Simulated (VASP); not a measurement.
# Os (Fm-3m) in VASP: a series of runs, part 2 of 2

VASP 6.6.1. The steps go on from the part before.

## 3. Electric field gradients, PBEsol (volume scaled by 0.98)

Input file INCAR:

```
ALGO = Normal ; EDIFF = 1E-8
ENCUT = 520 ; GGA = PS
ISIF = 2 ; ISMEAR = -1
LASPH = True ; LCHARG = False
LEFG = True ; LREAL = False
LWAVE = False ; NBANDS = 10
NELM = 60 ; PREC = Accurate
SIGMA = 0.05
```

Input file KPOINTS:

```
k-points
0
Gamma
  14 14 14
```

Input file POSCAR:

```
Os
1.0
    0.0000000000      1.9319459154      1.9319459154
    1.9319459154      0.0000000000      1.9319459154
    1.9319459154      1.9319459154      0.0000000000
Os
1
Direct
    0.0000000000      0.0000000000      0.0000000000
```

Potentials or basis: VASP PAW PBE potentials, release 64 (Os).

Launch:

```console
$ cat potpaw_PBE.64/Os/POTCAR > POTCAR
$ mpirun -np 1 vasp_std > vasp.out
```

OUTCAR:

```text
EDIFF = 1E-8
   ENCUT = 520
   GGA = PS
   ISIF = 2
   ISMEAR = -1
   LASPH = True
   LREAL = False
   NELM = 60
   PREC = Accurate

 ion  position               nearest neighbor table
   1  0.000  0.000  0.000-

  LATTYP: Found a face centered cubic cell.
 ALAT       =     3.8638918308

  Lattice vectors:

 A1 = (   0.0000000000,   1.9319459154,   1.9319459154)
 A2 = (   1.9319459154,   0.0000000000,   1.9319459154)
 A3 = (   1.9319459154,   1.9319459154,   0.0000000000)

Analysis of symmetry for initial positions (statically):
=====================================================================
 Subroutine PRICEL returns:
 Original cell was already a primitive cell.

 Routine SETGRP: Setting up the symmetry group for a
 face centered cubic supercell.

 Subroutine GETGRP returns: Found 48 space group operations
 (whereof 48 operations were pure point group operations)
 out of a pool of 48 trial point group operations.

The static configuration has the point symmetry O_h .

Analysis of symmetry for dynamics (positions and initial velocities):
=====================================================================
 Subroutine PRICEL returns:
 Original cell was already a primitive cell.

 Routine SETGRP: Setting up the symmetry group for a
 face centered cubic supercell.

 Subroutine GETGRP returns: Found 48 space group operations
 (whereof 48 operations were pure point group operations)
 out of a pool of 48 trial point group operations.

The dynamic configuration has the point symmetry O_h .

 Subroutine INISYM returns: Found 48 space group operations
 (whereof 48 operations are pure point group operations),
 and found     1 'primitive' translations

----------------------------------------------------------------------------------------

                                     Primitive cell

  volume of cell :      14.4216

  direct lattice vectors                    reciprocal lattice vectors
     0.000000000  1.931945915  1.931945915    -0.258806417  0.258806417  0.258806417
     1.931945915  0.000000000  1.931945915     0.258806417 -0.258806417  0.258806417
     1.931945915  1.931945915  0.000000000     0.258806417  0.258806417 -0.258806417

  length of vectors
     2.732184115  2.732184115  2.732184115     0.448265863  0.448265863  0.448265863

  position of ions in fractional coordinates (direct lattice)
     0.000000000  0.000000000  0.000000000

  ion indices of the primitive-cell ions
   primitive index   ion index
                 1           1

----------------------------------------------------------------------------------------

 KPOINTS: k-points

Automatic generation of k-mesh.
 Grid dimensions read from file:
 generate k-points for:   14   14   14

 Generating k-lattice:

[... 62 lines left out ...]
   LREAL  =      F    real-space projection
   EDIFFG = 0.1E-06   stopping-criterion for IOM
   NSW    =      0    number of steps for IOM
   IBRION =     -1    ionic relax: 0-MD 1-quasi-New 2-CG
   NFREE  =      0    steps in history (QN), initial steepest desc. (CG)
   ISIF   =      2    stress and relaxation
   ISYM   =      2    0-nonsym 1-usesym 2-fastsym
   POTIM  = 0.5000    time-step for ionic-motion
   TEBEG  =    0.0;   TEEND  =   0.0 temperature during run
   PSTRESS=    0.0 pullay stress
   NELECT =       8.0000    total number of electrons
   NUPDOWN=      -1.0000    fix difference up-down
   EMIN   =  10.00;   EMAX   =-10.00  energy-range for DOS
   EFERMI =   0.00;   METHOD = LEGACY
   ISMEAR =    -1;   SIGMA  =   0.05  broadening in eV -4-tet -1-fermi 0-gaus
   EFERMI_NEDOS =   21; number of points for ismear=-14 and -15
   IALGO  =     38    algorithm
   IMIX   =      4    mixing-type and parameters
     AMIX     =   0.40;   BMIX     =  1.00
     AMIX_MAG =   1.60;   BMIX_MAG =  1.00
  volume/ion in A,a.u.               =      14.42        97.32
  Fermi-wavevector in a.u.,A,eV,Ry     =   1.345137  2.541940 24.618295  1.809394
  Thomas-Fermi vector in A             =   2.473074
   LORBIT       =      0    0 simple, 1 ext, 2 COOP (PROOUT), +10 PAW based schemes
   GGA     = PS    functional components
   LHFCALC =     F    Hartree Fock is set to
   AEXX    =    0.0000 exact exchange contribution
   IVDW    =     0    specifies the selected vdW correction
   LEPSILON=     F    determine dielectric tensor
   LRPA    =     F    only Hartree local field effects (RPA)
 non-spin polarized calculation
  energy-cutoff  :      520.00
  volume of cell :       14.42
 maximum number of plane-waves:       399
   NGX = 11   NGY = 11   NGZ = 11

 number of electron       8.0000000 magnetization

 Free energy of the ion-electron system (eV)
  ---------------------------------------------------
  ext. energy  EPLUGINS =         0.00000000
  ---------------------------------------------------
  free energy    TOTEN  =       -12.07768804 eV

  energy without entropy =      -12.06739927  energy(sigma->0) =      -12.07254365

 E-fermi :   8.6873     XC(G=0): -13.9797

 val. band max:        8.6774722050   @ k =  -0.3571   0.3571   0.0000
 cond. band min:       8.6881348834   @ k =   0.3571   0.2857   0.0714
 fundamental gap:      0.0106626784
 Fermi energy:         8.6872710056

 k-point     1 :       0.0000    0.0000    0.0000
  band No.  band energies     occupation
      1      -1.8690      2.00000
      2       5.8481      2.00000
      3       5.8481      2.00000
      4       5.8481      2.00000
      5       8.7730      0.30539
      6       8.7730      0.30539
      7      23.0239      0.00000
      8      28.6400      0.00000
      9      28.6400      0.00000
     10      28.6400      0.00000
[... 287 lines left out ...]
 k-point    24 :       0.2857    0.1429    0.0000
  band No.  band energies     occupation
      1       0.9304      2.00000
      2       4.3452      2.00000
      3       6.1869      2.00000
      4       7.0300      2.00000
      5       8.4401      1.98583
      6       9.8015      0.00000
      7      24.0853      0.00000
      8      27.1161      0.00000
      9      29.3442      0.00000
     10      30.1104      0.00000

 [... further k-points ...]
[... 5 lines left out ...]
  --------------------------------------------------------------------------------------
  -------------------------------------------------------------------------------------
  Total       -1.1570556     -1.1570556     -1.1570556     -0.0000000      0.0000000      0.0000000
  in kB     -128.5434380   -128.5434380   -128.5434380     -0.0000000      0.0000000      0.0000000
  external PRESSURE =    -128.5434380 kB  Pullay stress =       0.0000000 kB

 VOLUME and BASIS-vectors are now :
 -----------------------------------------------------------------------------
  energy-cutoff  :      520.00
  volume of cell :       14.42
      direct lattice vectors                 reciprocal lattice vectors
     0.000000000  1.931945915  1.931945915    -0.258806417  0.258806417  0.258806417
     1.931945915  0.000000000  1.931945915     0.258806417 -0.258806417  0.258806417
     1.931945915  1.931945915  0.000000000     0.258806417  0.258806417 -0.258806417

 POSITION                                       TOTAL-FORCE (eV/Angst)
 -----------------------------------------------------------------------------------
      0.00000      0.00000      0.00000        -0.000000     -0.000000     -0.000000
 -----------------------------------------------------------------------------------
    total drift:                                0.000000      0.000000     -0.000000

  FREE ENERGIE OF THE ION-ELECTRON SYSTEM (eV)
  ---------------------------------------------------
  free  energy   TOTEN  =       -12.0776880419 eV

  energy  without entropy=      -12.0673992657  energy(sigma->0) =      -12.07254365

 Electric field gradients (V/A^2)
---------------------------------------------------------------------
 ion       V_xx      V_yy      V_zz      V_xy      V_xz      V_yz
---------------------------------------------------------------------
   1      -0.000    -0.000    -0.000    -0.000    -0.000    -0.000
---------------------------------------------------------------------

 Electric field gradients after diagonalization (V/A^2)
 (convention: |V_zz| > |V_xx| > |V_yy|)
----------------------------------------------------------------------
 ion       V_xx      V_yy      V_zz     asymmetry (V_yy - V_xx)/ V_zz
----------------------------------------------------------------------
   1       0.000     0.000    -0.000       0.000
----------------------------------------------------------------------

           NMR quadrupolar parameters

 Cq : quadrupolar parameter    Cq=e*Q*V_zz/h
 eta: asymmetry parameters     (V_yy - V_xx)/ V_zz
 Q  : nuclear electric quadrupole moment in mb (millibarn)
----------------------------------------------------------------------
 ion       Cq(MHz)       eta       Q (mb)
----------------------------------------------------------------------
   1      -0.000       0.000       1.000
----------------------------------------------------------------------
```

OSZICAR:

```text
N       E                     dE             d eps       ncg     rms          rms(c)
DAV:   1     0.335576506079E+02    0.33558E+02   -0.41617E+03  2152   0.739E+02
DAV:   2    -0.117756353300E+02   -0.45333E+02   -0.42037E+02  2148   0.195E+02
DAV:   3    -0.128579116903E+02   -0.10823E+01   -0.10605E+01  2446   0.280E+01
DAV:   4    -0.128608041563E+02   -0.28925E-02   -0.28921E-02  2240   0.161E+00
DAV:   5    -0.128608138704E+02   -0.97141E-05   -0.97141E-05  2360   0.879E-02    0.160E+01
DAV:   6    -0.122475880352E+02    0.61323E+00   -0.72137E-01  2474   0.671E+00    0.690E+00
DAV:   7    -0.120825626380E+02    0.16503E+00   -0.45665E-01  2548   0.507E+00    0.391E-01
DAV:   8    -0.120793894398E+02    0.31732E-02   -0.20278E-03  2152   0.366E-01    0.270E-01
DAV:   9    -0.120776916297E+02    0.16978E-02   -0.82974E-04  2268   0.312E-01    0.269E-02
DAV:  10    -0.120776910783E+02    0.55140E-06   -0.94125E-06  2290   0.226E-02    0.100E-02
DAV:  11    -0.120776880799E+02    0.29984E-05   -0.85134E-07  2258   0.135E-02    0.183E-03
DAV:  12    -0.120776880361E+02    0.43762E-07   -0.54626E-09  1484   0.652E-04    0.310E-04
DAV:  13    -0.120776880419E+02   -0.57426E-08   -0.41479E-10  1152   0.210E-04
   1 F= -.12077688E+02 E0= -.12072544E+02  d E =-.102888E-01
```

stdout:

```text
POSCAR found type information on POSCAR Os
 POSCAR found :  1 types and       1 ions
 scaLAPACK will be used
 -----------------------------------------------------------------------------
|                                                                             |
|                                                                             |
|     You enforced a specific xc type in the INCAR file but a different       |
|     I HOPE YOU KNOW WHAT YOU ARE DOING!                                     |
|                                                                             |
 -----------------------------------------------------------------------------

 LDA part: xc-table for (Slater+PW92), standard interpolation
 POSCAR, INCAR and KPOINTS ok, starting setup
 FFT: planning ... GRIDC
 FFT: planning ... GRID_SOFT
 FFT: planning ... GRID
 WAVECAR not read
 entering main loop
ion   1
```

Run time: 13 s. Hardware: 1 thread of Intel Xeon Platinum 8259CL at 2.50GHz (Skylake/Cascade Lake), shared host; peak memory 0.13 GiB.

What came out:

```
Free energy            : -12.0777 eV
Pressure               : -12.9 GPa
Band gap on the k mesh : zero (band 4 reaches 11.04 eV, above the bottom of band 5 at 7.44 eV)
```

Levels at points of the mesh, in eV from the Fermi level:
| k point | band 1 | band 2 | band 3 | band 4 | band 5 | band 6 | band 7 | band 8 |
| --- | --- | --- | --- | --- | --- | --- | --- | --- |
| (0.00, 0.00, 0.00) | -10.56 | -2.84 | -2.84 | -2.84 | 0.09 | 0.09 | 14.34 | 19.95 |
| (0.50, 0.00, 0.00) | -7.41 | -2.99 | -2.99 | -0.20 | 2.40 | 2.40 | 8.65 | 13.85 |
| (0.50, 0.50, 0.00) | -7.27 | -6.57 | 2.31 | 2.36 | 3.05 | 3.05 | 11.81 | 12.11 |

Caveat: without QUAD_EFG the Cq values of the log hold for a quadrupole moment of 1 mb, not for the nuclei; the PAW data sets were made with another functional, which shifts forces and pressure a little; spin-orbit coupling is left out, which moves the levels of the heavy elements.

## 4. Electric field gradients, PBEsol (volume scaled by 1.04)

Input file INCAR:

```
SYSTEM = Os
ALGO     = Normal         ! electronic algorithm
EDIFF    = 1E-8           ! SCF threshold, eV
ENCUT    = 520            ! plane-wave cutoff, eV
GGA      = PS             ! functional
ISIF     = 2              ! what is computed and relaxed
ISMEAR   = -1             ! smearing method
LASPH    = .TRUE.         ! aspherical terms in the spheres
LCHARG   = .FALSE.        ! write CHGCAR
LEFG     = .TRUE.       
LREAL    = .FALSE.        ! projectors in reciprocal space
LWAVE    = .FALSE.        ! write WAVECAR
NBANDS   = 10             ! bands
NELM     = 60             ! most SCF steps
PREC     = Accurate       ! precision mode
SIGMA    = 0.05           ! smearing width, eV
```

Input file KPOINTS:

```
k-points
0
G
  14 14 14
  0 0 0
```

Input file POSCAR:

```
Os
1.0
    0.0000000000      1.9705950404      1.9705950404
    1.9705950404      0.0000000000      1.9705950404
    1.9705950404      1.9705950404      0.0000000000
Os
1
Direct
    0.0000000000      0.0000000000      0.0000000000
```

Potentials or basis: VASP PAW PBE potentials, release 64 (Os).

Launch:

```console
$ cat potpaw_PBE.64/Os/POTCAR > POTCAR
$ mpirun -np 1 vasp_std > vasp.out
```

OUTCAR:

```text
SYSTEM = Os
   EDIFF = 1E-8
   ENCUT = 520
   GGA = PS
   ISIF = 2
   ISMEAR = -1
   LASPH = .TRUE.
   LREAL = .FALSE.
   NELM = 60
   PREC = Accurate

 ion  position               nearest neighbor table
   1  0.000  0.000  0.000-

  LATTYP: Found a face centered cubic cell.
 ALAT       =     3.9411900808

  Lattice vectors:

 A1 = (   0.0000000000,   1.9705950404,   1.9705950404)
 A2 = (   1.9705950404,   0.0000000000,   1.9705950404)
 A3 = (   1.9705950404,   1.9705950404,   0.0000000000)

[... 516 lines left out ...]
    total drift:                               -0.000000     -0.000000     -0.000000

  FREE ENERGIE OF THE ION-ELECTRON SYSTEM (eV)
  ---------------------------------------------------
  free  energy   TOTEN  =       -11.9522673263 eV

  energy  without entropy=      -11.9414204730  energy(sigma->0) =      -11.94684390

 Electric field gradients (V/A^2)
---------------------------------------------------------------------
 ion       V_xx      V_yy      V_zz      V_xy      V_xz      V_yz
---------------------------------------------------------------------
   1       0.000    -0.000     0.000     0.000     0.000     0.000
---------------------------------------------------------------------

 Electric field gradients after diagonalization (V/A^2)
 (convention: |V_zz| > |V_xx| > |V_yy|)
----------------------------------------------------------------------
 ion       V_xx      V_yy      V_zz     asymmetry (V_yy - V_xx)/ V_zz
----------------------------------------------------------------------
   1      -0.000    -0.000     0.000       0.000
----------------------------------------------------------------------

           NMR quadrupolar parameters

 Cq : quadrupolar parameter    Cq=e*Q*V_zz/h
 eta: asymmetry parameters     (V_yy - V_xx)/ V_zz
 Q  : nuclear electric quadrupole moment in mb (millibarn)
----------------------------------------------------------------------
 ion       Cq(MHz)       eta       Q (mb)
----------------------------------------------------------------------
   1       0.000       0.000       1.000
----------------------------------------------------------------------
```

OSZICAR:

```text
N       E                     dE             d eps       ncg     rms          rms(c)
DAV:   1     0.328123729444E+02    0.32812E+02   -0.41380E+03  2128   0.735E+02
DAV:   2    -0.117034867020E+02   -0.44516E+02   -0.41042E+02  2140   0.192E+02
DAV:   3    -0.127830418645E+02   -0.10796E+01   -0.10724E+01  2440   0.279E+01
DAV:   4    -0.127859011002E+02   -0.28592E-02   -0.28589E-02  2294   0.159E+00
DAV:   5    -0.127859111283E+02   -0.10028E-04   -0.10027E-04  2276   0.867E-02    0.140E+01
DAV:   6    -0.121139846115E+02    0.67193E+00   -0.89534E-01  2456   0.741E+00    0.554E+00
DAV:   7    -0.119569311981E+02    0.15705E+00   -0.47778E-01  2534   0.514E+00    0.284E-01
DAV:   8    -0.119537788906E+02    0.31523E-02   -0.20526E-03  2160   0.362E-01    0.195E-01
DAV:   9    -0.119522690878E+02    0.15098E-02   -0.68862E-04  2268   0.276E-01    0.283E-02
DAV:  10    -0.119522701751E+02   -0.10873E-05   -0.78187E-06  2250   0.203E-02    0.987E-03
DAV:  11    -0.119522673682E+02    0.28070E-05   -0.77018E-07  2252   0.127E-02    0.132E-03
DAV:  12    -0.119522673352E+02    0.32962E-07   -0.64687E-09  1516   0.691E-04    0.248E-04
DAV:  13    -0.119522673263E+02    0.88717E-08   -0.31290E-10  1148   0.204E-04
   1 F= -.11952267E+02 E0= -.11946844E+02  d E =-.108469E-01
```

Wall time 23 s (1 thread of Intel Xeon Platinum 8259CL at 2.50GHz (Skylake/Cascade Lake), shared host); peak memory 0.15 GiB.

What came out:

* Free energy: -11.9523 eV
* Pressure: -31.7 GPa
* Band gap on the k mesh: zero (band 4 reaches 10.04 eV, above the bottom of band 5 at 6.70 eV)

Caveat: without QUAD_EFG the Cq values of the log hold for a quadrupole moment of 1 mb, not for the nuclei; the PAW data sets were made with another functional, which shifts forces and pressure a little; spin-orbit coupling is left out, which moves the levels of the heavy elements.

## 5. Summary

| cell | gap on the mesh (eV) | pressure (GPa) |
| --- | --- | --- |
| a = 2.805 Å, angles 60.0°, 1 atom | none | -36.6 |
| a = 2.732 Å, angles 60.0°, 1 atom | none | -12.9 |
| a = 2.787 Å, angles 60.0°, 1 atom | none | -31.7 |

Alike in all rows: task electric field gradients; level PBEsol; potentials or basis VASP PAW PBE potentials, release 64 (Os); no spin polarisation; k mesh 14 × 14 × 14; cutoff (eV) 520; smearing fermi-dirac 0.05 eV.

Caveats: the PAW data sets were made with another functional, which shifts forces and pressure a little; spin-orbit coupling is left out, which moves the levels of the heavy elements.

Absolute energies hang on the potentials; compare differences alone.
